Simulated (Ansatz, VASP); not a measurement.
**One calculation of LiCl, two programs**

The input POSCAR:

```
LiCl
1.0
    0.0000000000      2.6417028000      2.5647600000
    2.6417028000      0.0000000000      2.5647600000
    2.6417028000      2.6417028000      0.0000000000
Li Cl
1 1
Direct
    0.0000000000      0.0000000000      0.0000000000
    0.5000000000      0.5000000000      0.5000000000
```

INCAR.step1

```
PREC     = Accurate       # precision mode
ENCUT    = 520            # plane-wave cutoff, eV
ISMEAR   = 0              # smearing method
SIGMA    = 0.05           # smearing width, eV
LREAL    = F              # projectors in reciprocal space
LASPH    = T              # aspherical terms in the spheres
NELM     = 100            # most SCF steps
NBANDS   = 12             # bands
GGA      = PE             # functional
ALGO     = Normal         # electronic algorithm
EDIFF    = 1E-4           # SCF threshold, eV
LWAVE    = T              # write WAVECAR
LCHARG   = F              # write CHGCAR
```

INCAR.step2

```
PREC     = Accurate       # precision mode
ENCUT    = 520            # plane-wave cutoff, eV
EDIFF    = 1E-6           # SCF threshold, eV
ISMEAR   = 0              # smearing method
SIGMA    = 0.05           # smearing width, eV
LREAL    = F              # projectors in reciprocal space
LASPH    = T              # aspherical terms in the spheres
NELM     = 100            # most SCF steps
ALGO     = Normal         # electronic algorithm
ISIF     = 2              # what is computed and relaxed
LWAVE    = F              # write WAVECAR
LCHARG   = T              # write CHGCAR
METAGGA  = R2SCAN         # meta-GGA
LMIXTAU  = T            
LELF     = T              # ELF
LVHAR    = T            
NBANDS   = 12             # bands
ISTART   = 1
```

File KPOINTS:

```
regular mesh
0
Gamma
  8 8 8
```

Input for Ansatz:

```yaml
crystal:
  lattice:
    - [0.0, 2.6417028, 2.56476]
    - [2.6417028, 0.0, 2.56476]
    - [2.6417028, 2.6417028, 0.0]
  atoms:
    - { symbol: Li, position: [0.0, 0.0, 0.0] }
    - { symbol: Cl, position: [0.5, 0.5, 0.5] }
basis:
  ecutwfc: 500
kpoints:
  mp_grid: { grid: [8, 8, 8] }
hamiltonian:
  xc: r2scan
scf:
  occupations: { method: gaussian, width: 0.05 }
output:
  forces: true
  stress: true
  eigenvalues: true
```

Change from the starting cell: strain +0.030 along x and y, +0.000 along z, atoms carried along.

Alike in both runs: task single point; functional r2SCAN; k mesh 8 × 8 × 8; occupations gaussian, width 0.05 eV; no spin polarisation.

|  | VASP | Ansatz |
| --- | --- | --- |
| version | VASP 6.6.1 | Ansatz 0.2.0 |
| potentials or method | VASP PAW PBE potentials, release 64 (Li_sv, Cl), cutoff 520 eV | scalar-relativistic, plane waves, PAW |
| valence electrons in the cell | 10 | 10 |

Ansatz gave:

```
gap on the k mesh at the Fermi level (eV) : 6.85
least direct gap on the mesh (eV)         : 6.85
```

Task: What did VASP give for the same quantities?

Result: gap on the k mesh at the Fermi level (eV): 6.92; least direct gap on the mesh (eV): 6.92.

VASP's potentials were made for PBE, not for r2SCAN.

Noted on VASP's run: the cutoff is under 1.25 times that of the potentials, so the pressure is a little rough.
